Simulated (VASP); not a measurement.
Set up this calculation in VASP 6.6.1, as the native input.

- Task: single point
- Functional: PBE
- Potentials or basis: VASP PAW PBE potentials, release 64 (Si, Ni, Pt)
- Cutoff: 520 eV
- k mesh: 8 × 8 × 8
- Occupations: gaussian, width 0.1 eV
- Spin: no spin polarisation
- Dipole correction: no
- k mesh for the DOS: 12 × 12 × 12
- Occupations for the DOS: tetrahedron
- Further INCAR settings: ALGO = Normal; EDIFF = 1e-06; NBANDS = 38

Si4NiPt3:

```
CELL_PARAMETERS angstrom
3.38309 -3.38349 0.00000
3.38309 3.38349 0.00000
0.00000 0.00000 4.94292
ATOMIC_POSITIONS crystal
Si 0.00000 0.00000 0.14652
Si 0.50000 0.50000 0.17038
Si 0.50000 0.00000 0.83486
Si 0.00000 0.50000 0.83486
Ni 0.00000 0.00000 0.67339
Pt 0.50000 0.50000 0.68051
Pt 0.50000 0.00000 0.32974
Pt 0.00000 0.50000 0.32974
```

The input as run:

POSCAR

```
Si4NiPt3
1.0
    3.3830910002     -3.3834906614      0.0000000000
    3.3830910002      3.3834906614      0.0000000000
    0.0000000000      0.0000000000      4.9429165121
Si Ni Pt
4 1 3
Direct
    0.0000000000      0.0000000000      0.1465229711
    0.5000000000      0.5000000000      0.1703826780
    0.5000000000      0.0000000000      0.8348608274
    0.0000000000      0.5000000000      0.8348608274
    0.0000000000      0.0000000000      0.6733891207
    0.5000000000      0.5000000000      0.6805056547
    0.5000000000      0.0000000000      0.3297389604
    0.0000000000      0.5000000000      0.3297389604
```

INCAR.step1

```
PREC = Accurate ; ENCUT = 520
EDIFF = 1E-6 ; ISMEAR = 0
SIGMA = 0.1 ; LREAL = F
LASPH = T ; NELM = 60
ALGO = Normal ; ISIF = 2
LWAVE = F ; LCHARG = T
LMAXMIX = 4 ; GGA = PE
NBANDS = 38
```

KPOINTS.step1

```
regular mesh
0
Gamma
  8 8 8
```

INCAR.step2

```
PREC = Accurate ; ENCUT = 520
EDIFF = 1E-6 ; ISMEAR = -5
SIGMA = 0.1 ; LREAL = F
LASPH = T ; NELM = 60
ALGO = Normal ; ISIF = 2
LWAVE = F ; LCHARG = F
LMAXMIX = 4 ; GGA = PE
LORBIT = 11 ; NBANDS = 38
NEDOS = 2001 ; ICHARG = 11
```

KPOINTS.step2

```
regular mesh
0
Gamma
  12 12 12
```

Potentials or basis: VASP PAW PBE potentials, release 64 (Si, Ni, Pt).

Command:

```console
$ cat potpaw_PBE.64/Si/POTCAR potpaw_PBE.64/Ni/POTCAR potpaw_PBE.64/Pt/POTCAR > POTCAR
$ cp INCAR.step1 INCAR
$ cp KPOINTS.step1 KPOINTS
$ mpirun -np 1 vasp_std > vasp.out
$ cp INCAR.step2 INCAR
$ cp KPOINTS.step2 KPOINTS
$ mpirun -np 1 vasp_std > vasp.out
```

It gave:

```json
{
 "Valence electrons inside the program's atomic spheres": "Si 1.54, 1.56, 1.55 (each value once); Ni 9.30; Pt 9.62, 9.57 (each value once)"
}
```

It took 25 min on 1 thread of Intel Xeon 8259CL (shared host), peak memory 1.1 GiB.
